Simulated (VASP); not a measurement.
Input of a VASP 6.6.1 run:

INCAR

```
SYSTEM = AlN
  ALGO = Normal
  EDIFF = 1E-6
  ENCUT = 520
  GGA = PE
  ISIF = 2
  ISMEAR = 0
  LASPH = .TRUE.
  LCHARG = .FALSE.
  LREAL = .FALSE.
  LWAVE = .FALSE.
  NBANDS = 11
  NELM = 60
  PREC = Accurate
  SIGMA = 0.01
```

The input KPOINTS:

```
k-points
0
G
  8 8 8
  0 0 0
```

Contents of POSCAR:

```
AlN
1.0
    0.0000000000      2.1848764834      2.1848764834
    2.1848764834      0.0000000000      2.1848764834
    2.1848764834      2.1848764834      0.0000000000
Al N
1 1
Direct
    0.0000000000      0.0000000000      0.0000000000
    0.7500000000      0.7500000000      0.7500000000
```

Potentials or basis: VASP PAW PBE potentials, release 64 (Al, N).

The run is started by

```bash
$ cat potpaw_PBE.64/Al/POTCAR potpaw_PBE.64/N/POTCAR > POTCAR
$ mpirun -np 1 vasp_std > vasp.out
```

Q: What does it give for the pressure?

A: 4.3 GPa.

Q: Estimate the band gap on the k mesh.

A: 3.32 eV, indirect (least direct gap 4.19 eV).

A k mesh can miss the band edges. A hybrid or GW would open this gap; PBE tends to underestimate it.
